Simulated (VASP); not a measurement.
AlN, 4 atoms in the cell. It takes space group P6_3/mmc (No. 194, hexagonal). The conventional cell has a = 3.438 Å, b = 3.438 Å, c = 3.811 Å, α = 90.00°, β = 90.00°, γ = 120.00°. Al (site symmetry -6m2) has 5 N at 1.91 to 1.98 Å within 2.5 Å. N (site symmetry -6m2) has 5 Al at 1.91 to 1.98 Å within 2.5 Å. 

- Program: VASP 6.6.1
- Task: single point
- Functional: PBE
- Potentials or basis: VASP PAW PBE potentials, release 64 (Al, N)
- Cutoff: 520 eV
- k mesh: 9 × 9 × 6
- Occupations: gaussian, width 0.05 eV
- Spin: no spin polarisation
- Dipole correction: no
- Further INCAR settings: ALGO = Normal; EDIFF = 1e-06; NBANDS = 16

Potentials or basis: VASP PAW PBE potentials, release 64 (Al, N).

The run is started by

```sh
$ cat potpaw_PBE.64/Al/POTCAR potpaw_PBE.64/N/POTCAR > POTCAR
$ mpirun -np 1 vasp_std > vasp.out
```

Hardware: 1 thread of Intel(R) Xeon(R) Platinum 8259CL CPU @ 2.50GHz (Skylake/Cascade Lake) (shared host).

How long does it take, and how much memory?

It took 27 s on 1 thread of Intel(R) Xeon(R) Platinum 8259CL CPU @ 2.50GHz (Skylake/Cascade Lake) (shared host), peak memory 0.16 GiB. Counts: scf iterations 13, k points 48.
